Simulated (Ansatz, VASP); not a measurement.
**Al: VASP beside Ansatz**

File POSCAR:

```
Al
1.0
   -1.4917636540      1.4305686629      1.5789810704
    1.7655803727     -1.3820107840      1.8042399103
    1.5482971536      1.4385442837     -1.5304231915
Al
1
Direct
    0.0000000000      0.0000000000      0.0000000000
```

INCAR.step1

```
PREC     = Accurate       # precision mode
ENCUT    = 520            # plane-wave cutoff, eV
ISMEAR   = 0              # smearing method
SIGMA    = 0.15           # smearing width, eV
LREAL    = False          # projectors in reciprocal space
LASPH    = True           # aspherical terms in the spheres
NELM     = 80             # most SCF steps
NBANDS   = 8              # bands
GGA      = PE             # functional
ALGO     = Normal         # electronic algorithm
EDIFF    = 1E-4           # SCF threshold, eV
LWAVE    = True           # write WAVECAR
LCHARG   = False          # write CHGCAR
```

The input INCAR.step2:

```
PREC     = Accurate       # precision mode
ENCUT    = 520            # plane-wave cutoff, eV
EDIFF    = 1E-6           # SCF threshold, eV
ISMEAR   = 0              # smearing method
SIGMA    = 0.15           # smearing width, eV
LREAL    = False          # projectors in reciprocal space
LASPH    = True           # aspherical terms in the spheres
NELM     = 80             # most SCF steps
ALGO     = Normal         # electronic algorithm
ISIF     = 2              # what is computed and relaxed
LWAVE    = False          # write WAVECAR
LCHARG   = False          # write CHGCAR
METAGGA  = R2SCAN         # meta-GGA
LMIXTAU  = True         
NBANDS   = 8              # bands
ISTART   = 1
```

Contents of KPOINTS:

```
Automatic mesh
0
Gamma
  14 14 14
```

Input for Ansatz:

```yaml
crystal:
  lattice:
    - [-1.491763654, 1.4305686629, 1.5789810704]
    - [1.7655803727, -1.382010784, 1.8042399103]
    - [1.5482971536, 1.4385442837, -1.5304231915]
  atoms:
    - { symbol: Al, position: [0.0, 0.0, 0.0] }
basis:
  ecutwfc: 500
kpoints:
  mp_grid: { grid: [14, 14, 14] }
hamiltonian:
  xc: r2scan
scf:
  occupations: { method: gaussian, width: 0.15 }
output:
  forces: true
  stress: true
  eigenvalues: true
```

Change from the starting cell: cell sheared at random, sigma 0.1, atoms nudged by 0.01 Å.

Alike in both runs: task single point; functional r2SCAN; k mesh 14 × 14 × 14; occupations gaussian, width 0.15 eV; no spin polarisation.

|  | VASP | Ansatz |
| --- | --- | --- |
| version | VASP 6.6.1 | Ansatz 0.2.0 |
| potentials or method | VASP PAW PBE potentials, release 64 (Al), cutoff 520 eV | scalar-relativistic, plane waves, PAW |
| valence electrons in the cell | 3 | 3 |

VASP gave:

```
gap on the k mesh at the Fermi level (eV)                     : none
pressure (GPa)                                                : 4.4
traceless stress, the component that is largest in VASP (GPa) : -10.62
```

Question: Estimate Ansatz's values.

Answer: gap on the k mesh at the Fermi level (eV): none; pressure (GPa): 4.8; traceless stress, the component that is largest in VASP (GPa): -10.66.

VASP's potentials were made for PBE, not for r2SCAN. A gap of «none» marks a metal or a gap that the smearing closes.
